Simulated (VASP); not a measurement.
Write the native input for VASP 6.6.1 that does the following.

| Item | Value |
| --- | --- |
| Task | single point |
| Functional | PBE |
| Potentials or basis | VASP PAW PBE potentials, release 64 (Mg, O) |
| Cutoff | 520 eV |
| k mesh | 2 × 2 × 2, shifted |
| Occupations | fermi-dirac, width 0.1034 eV |
| Spin | no spin polarisation |
| Dipole correction | no |
| Further INCAR settings | LREAL = Auto; ALGO = Normal; EDIFF = 1e-06; NBANDS = 46; ISYM = -1 |

The structure of MgO lies in POSCAR:

```
MgO
1.0
    4.3264946021      0.0000000000      4.3264946021
    0.0000000000     -4.3264946021      4.3264946021
    4.3264946021     -4.3264946021      0.0000000000
Mg O
8 8
Direct
   -0.0040770882      0.0174812422      0.5061791823
    0.0019231504      0.5664154761      0.4435529630
    0.5162793914      0.0489826105      0.4771111927
    0.5015046128      0.5388861456      0.4891403306
   -0.0146483483      0.0889052305     -0.0391416182
    0.0058215720      0.5011116850     -0.0040977747
    0.4688914899      0.0276227087      0.0348780049
    0.4920647535      0.5707240450     -0.0522343192
    0.7311658261      0.7831869242      0.2531441966
    0.7612610908      0.3050712231      0.2124891129
    0.2126411991      0.8452061857      0.2343927575
    0.3028799572      0.3112294418      0.1934999525
    0.7615480436      0.7912815836      0.7044489316
    0.7944669568      0.2983574738      0.6720766504
    0.2064277393      0.8090805194      0.7593892521
    0.2693955748      0.2979115008      0.6972403244
```

This cell differs from its parent crystal: dynamics (nvt langevin) at 1200 K, volume x 1.04, from the last frame before.

One way to write it, as run:

INCAR

```
SYSTEM = MgO
  PREC = Accurate
  ENCUT = 520
  EDIFF = 1E-6
  ISMEAR = -1
  SIGMA = 0.1034
  LREAL = Auto
  LASPH = .TRUE.
  NELM = 120
  ALGO = Normal
  ISIF = 2
  LWAVE = .FALSE.
  LCHARG = .TRUE.
  GGA = PE
  LELF = .TRUE.
  LVHAR = .TRUE.
  NBANDS = 46
  GGA_COMPAT = .FALSE.
  ISYM = -1
```

KPOINTS

```
explicit points
4
Reciprocal
  0.25000000   0.25000000   0.25000000 2
  0.25000000   0.25000000   0.75000000 2
  0.25000000   0.75000000   0.25000000 2
  0.25000000   0.75000000   0.75000000 2
```

Potentials or basis: VASP PAW PBE potentials, release 64 (Mg, O).

Command:

```sh
$ cat potpaw_PBE.64/Mg/POTCAR potpaw_PBE.64/O/POTCAR > POTCAR
$ mpirun -np 1 vasp_std > vasp.out
```

Results of the run:

```yaml
Pressure: -1.0 GPa
Largest_force: 2.409 eV/Å
Band_gap_on_the_k_mesh: 4.66 eV
```

Caveat: the atoms stand as in a frame of molecular dynamics; a shifted mesh leaves out Γ, where band edges can lie; forces of over 1 eV/Å act on the atoms, so gaps and moduli don't describe the material at rest.

It took 47 s on 1 thread of AMD EPYC 9R45 96-Core Processor (Zen 5), with other jobs on the host, peak memory 0.28 GiB.
